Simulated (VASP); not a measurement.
Write the native input for VASP 6.6.1 that does the following.

| Property | Result |
| --- | --- |
| Task | single point |
| Functional | PBEsol |
| Potentials or basis | VASP PAW PBE potentials, release 64 (Ni, Al) |
| Cutoff | 520 eV |
| k mesh | 9 × 9 × 9 |
| Occupations | fermi-dirac, width 0.05 eV |
| Spin | collinear spin, ferromagnetic start |
| Starting moments | [1.0, 0.0] μB |
| Dipole correction | no |
| Further INCAR settings | ALGO = Fast; EDIFF = 1e-06; NBANDS = 18 |

The structure of AlNi lies in POSCAR:

```
AlNi
1.0
    2.8360153936      0.0000000000      0.0000000000
    0.0000000000      2.8360153936      0.0000000000
    0.0000000000      0.0000000000      2.8360153936
Ni Al
1 1
Direct
    0.5000000000      0.5000000000      0.5000000000
    0.0000000000      0.0000000000      0.0000000000
```

The input as run:

INCAR

```
PREC     = Accurate       # precision mode
ENCUT    = 520            # plane-wave cutoff, eV
EDIFF    = 1E-6           # SCF threshold, eV
ISMEAR   = -1             # smearing method
SIGMA    = 0.05           # smearing width, eV
LREAL    = False          # projectors in reciprocal space
LASPH    = True           # aspherical terms in the spheres
NELM     = 150            # most SCF steps
ALGO     = Fast           # electronic algorithm
ISIF     = 2              # what is computed and relaxed
LWAVE    = False          # write WAVECAR
LCHARG   = True           # write CHGCAR
ISPIN    = 2              # spin polarisation
MAGMOM   = 1 0            # initial moments
LORBIT   = 11             # projections on sites
LMAXMIX  = 4              # l up to which the mixer works
GGA      = PS             # functional
LELF     = True           # ELF
LVHAR    = True         
NBANDS   = 18             # bands
```

KPOINTS

```
regular mesh
0
Gamma
  9 9 9
```

Potentials or basis: VASP PAW PBE potentials, release 64 (Ni, Al).

The run is started by

```sh
$ cat potpaw_PBE.64/Ni/POTCAR potpaw_PBE.64/Al/POTCAR > POTCAR
$ mpirun -np 1 vasp_std > vasp.out
```

It gave:

```yaml
Pressure: 5.2 GPa
Net_moment: 0.00 μB per cell
Valence_electrons_inside_the_program's_atomic_spheres: Ni 9.56; Al 0.82
```

Caveat: the PAW data sets were made with another functional, which shifts forces and pressure a little.

Run time: 12 s on 1 thread of Intel(R) Xeon(R) 6975P-C (Granite Rapids), on a shared host, peak memory 0.16 GiB.
